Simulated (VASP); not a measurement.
Here is a VASP 6.6.1 calculation.

File INCAR:

```
PREC = Accurate ; ENCUT = 520
EDIFF = 1E-6 ; ISMEAR = 0
SIGMA = 0.05 ; LREAL = Auto
LASPH = True ; NELM = 100
ALGO = Normal ; ISIF = 2
LWAVE = False ; LCHARG = False
GGA = PS ; NBANDS = 56
```

The input KPOINTS:

```
regular mesh
0
Gamma
  5 5 3
```

File POSCAR:

```
Al3GaN4
1.0
    0.0000000000     -4.4069948432      0.0000000000
    0.0000000000      0.0000000000     -4.4069948432
   13.3139896863      0.0000000000      0.0000000000
Al Ga N
6 2 8
Direct
    0.5000000000      1.0000000000      0.0405149907
    0.5000000000      1.0000000000      0.3715198170
    0.0000000000      0.5000000000      0.0405149907
    0.0000000000      0.5000000000      0.3715198170
    0.5000000000      0.5000000000      0.2060174039
    0.5000000000      0.5000000000      0.5370222301
    0.0000000000      1.0000000000      0.2060174039
    0.0000000000      1.0000000000      0.5370222301
    0.2552922824      0.7447077176      0.1215144263
    0.2552922824      0.7447077176      0.4525192526
    0.7447077176      0.2552922824      0.1215144263
    0.7447077176      0.2552922824      0.4525192526
    0.2552922824      0.2552922824      0.6215252077
    0.2552922824      0.2552922824      0.2905203815
    0.7447077176      0.7447077176      0.6215252077
    0.7447077176      0.7447077176      0.2905203815
```

Potentials or basis: VASP PAW PBE potentials, release 64 (Al, Ga_d, N).

Command:

```bash
$ cat potpaw_PBE.64/Al/POTCAR potpaw_PBE.64/Ga_d/POTCAR potpaw_PBE.64/N/POTCAR > POTCAR
$ mpirun -np 1 vasp_std > vasp.out
```

Task: What does it give for the largest force?

Result: 1.944 eV/Å.

Task: Estimate the pressure.

Result: -1.5 GPa.

Task: What does it give for the band gap on the k mesh?

Result: Zero (bands 42 and 43 overlap by 0.02 eV).

Forces on the atoms (eV/Å):
```
Al  -0.255  0.000  0.000
Al   0.858  0.000  0.000
Al  -0.255  0.000  0.000
Al   0.858  0.000  0.000
Al   0.682  0.000  0.000
Al   1.382  0.000  0.000
Ga   0.699  0.000  0.000
Ga   1.944  0.000  0.000
N   -0.151 -0.115  0.115
N   -0.883 -0.053  0.053
N   -0.151  0.115 -0.115
N   -0.883  0.053 -0.053
N   -1.233  0.214  0.214
N   -0.690  0.006  0.006
N   -1.233 -0.214 -0.214
N   -0.690 -0.006 -0.006
```

Caveat: the cell differs from its parent crystal (the distance across one plane changed); semilocal functionals underestimate gaps, and a narrow one can read as zero; the PAW data sets were made with another functional, which shifts forces and pressure a little.
